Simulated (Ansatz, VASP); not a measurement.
**TaN in VASP and in Ansatz**

The input INCAR:

```
SYSTEM = TaN
PREC = Accurate
ENCUT = 520
EDIFF = 1E-6
ISMEAR = 0
SIGMA = 0.05
LREAL = .False.
LASPH = .True.
NELM = 150
ALGO = Normal
ISIF = 2
LWAVE = .False.
LCHARG = .True.
MAGMOM = 0 0 0 0 0 0 0 0 0 0 0 0
LORBIT = 11
LSORBIT = .True.
GGA_COMPAT = .False.
LORBMOM = .True.
LMAXMIX = 4
GGA = PE
LVHAR = .True.
NBANDS = 46
```

KPOINTS

```
Automatic mesh
0
Gamma
  10 10 4
  0 0 0
```

Contents of POSCAR:

```
TaN
1.0
    2.7673888859      0.0000000000      0.0000000000
   -1.3836944430      2.3966290774      0.0000000000
    0.0000000000      0.0000000000      6.0004933302
Ta N
2 2
Direct
    0.3333333333      0.6666666667      0.0387624884
    0.6666666667      0.3333333333      0.5387624884
    0.3333333333      0.6666666667      0.3462375116
    0.6666666667      0.3333333333      0.8462375116
```

Input for Ansatz:

```yaml
crystal:
  lattice:
    - [2.7673888859, 0.0, 0.0]
    - [-1.383694443, 2.3966290774, 0.0]
    - [0.0, 0.0, 6.0004933302]
  atoms:
    - { symbol: Ta, position: [0.3333333333, 0.6666666667, 0.0387624884] }
    - { symbol: Ta, position: [0.6666666667, 0.3333333333, 0.5387624884] }
    - { symbol: "N", position: [0.3333333333, 0.6666666667, 0.3462375116] }
    - { symbol: "N", position: [0.6666666667, 0.3333333333, 0.8462375116] }
basis:
  ecutwfc: 420
  ecutrho_ratio: 4
kpoints:
  mp_grid: { grid: [10, 10, 4] }
  band_path:
    path:
      - [[0.0, 0.0, 0.0], [0.5, 0.0, 0.0], [0.33333333, 0.33333333, 0.0], [0.0, 0.0, 0.0], [0.0, 0.0, 0.5], [0.5, 0.0, 0.5], [0.33333333, 0.33333333, 0.5], [0.0, 0.0, 0.5]]
      - [[0.5, 0.0, 0.5], [0.5, 0.0, 0.0]]
      - [[0.33333333, 0.33333333, 0.5], [0.33333333, 0.33333333, 0.0]]
    npoints: 10
hamiltonian:
  xc: pbe
scf:
  occupations: { method: gaussian, width: 0.05 }
output:
  forces: true
  stress: true
  eigenvalues: true
  populations: true
  eigenstates:
    nscf_kmesh: { grid: [18, 18, 8] }
    de_dk: true
    e_range: [-2.5, 2.565776092856]
  write_density: true
  write_potential: true
  elf: true
  volumetric_format: npy
magnetization:
  noncollinear: true
  spin_orbit: true
```

Alike in both runs: task single point; functional PBE; k mesh 10 × 10 × 4; occupations gaussian, width 0.05 eV; non-collinear spin, spin-orbit coupling.

|  | VASP | Ansatz |
| --- | --- | --- |
| version | VASP 6.6.1 | Ansatz 0.2.0 |
| potentials or method | VASP PAW PBE potentials, release 64 (Ta_pv, N), cutoff 520 eV | plane waves, PAW |
| valence electrons in the cell | 32 | 36 |

|  | VASP | Ansatz | Ansatz less VASP |
| --- | --- | --- | --- |
| rms of the force components (eV/Å) | 0.015 | 0.019 | +0.0046 |
| net moment per atom (μB) | 0.00 | 0.00 | 0.000 |

Atom by atom the forces differ by 0.005 eV/Å (rms over components). VASP's potentials hold 32 valence electrons a cell and Ansatz's 36, so a difference there can come from the potentials and not from the codes.
